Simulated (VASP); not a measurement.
A run of VASP 6.6.1:

POSCAR

```
W
1.0
    3.2317690918      0.0000000000      0.0000000000
    0.0000000000      3.1513132248      0.0000000000
    0.0000000000      0.0000000000      3.1513132248
W
2
Direct
    0.0000000000      0.0000000000      0.0000000000
    0.5000000000      0.5000000000      0.5000000000
```

The input INCAR.step1:

```
SYSTEM = W
PREC = Accurate ; ENCUT = 520
ISMEAR = 0 ; SIGMA = 0.1
LREAL = .FALSE. ; LASPH = .TRUE.
NELM = 100 ; NBANDS = 21
GGA = PE ; ALGO = Normal
EDIFF = 1E-4 ; LWAVE = .TRUE.
LCHARG = .FALSE.
```

File INCAR.step2:

```
SYSTEM = W
PREC = Accurate ; ENCUT = 520
EDIFF = 1E-6 ; ISMEAR = 0
SIGMA = 0.1 ; LREAL = .FALSE.
LASPH = .TRUE. ; NELM = 100
ALGO = Normal ; ISIF = 2
LWAVE = .FALSE. ; LCHARG = .FALSE.
METAGGA = R2SCAN ; LMIXTAU = .TRUE.
NBANDS = 21 ; ISTART = 1
```

Contents of KPOINTS:

```
Automatic mesh
0
G
  16 16 16
  0 0 0
```

Potentials or basis: VASP PAW PBE potentials, release 64 (W_sv).

Launch:

```bash
$ cat potpaw_PBE.64/W_sv/POTCAR > POTCAR
$ cp INCAR.step1 INCAR
$ mpirun -np 1 vasp_std > vasp.out
$ cp INCAR.step2 INCAR
$ mpirun -np 1 vasp_std > vasp.out
```

Hardware: 1 thread of Oxide Virtual Turin-like Processor, with other jobs on the host.

Q: How long does it take, and how much memory?

A: Wall time 14 min on 1 thread of Oxide Virtual Turin-like Processor (shared host), peak memory 0.28 GiB. Counts: k points 405.
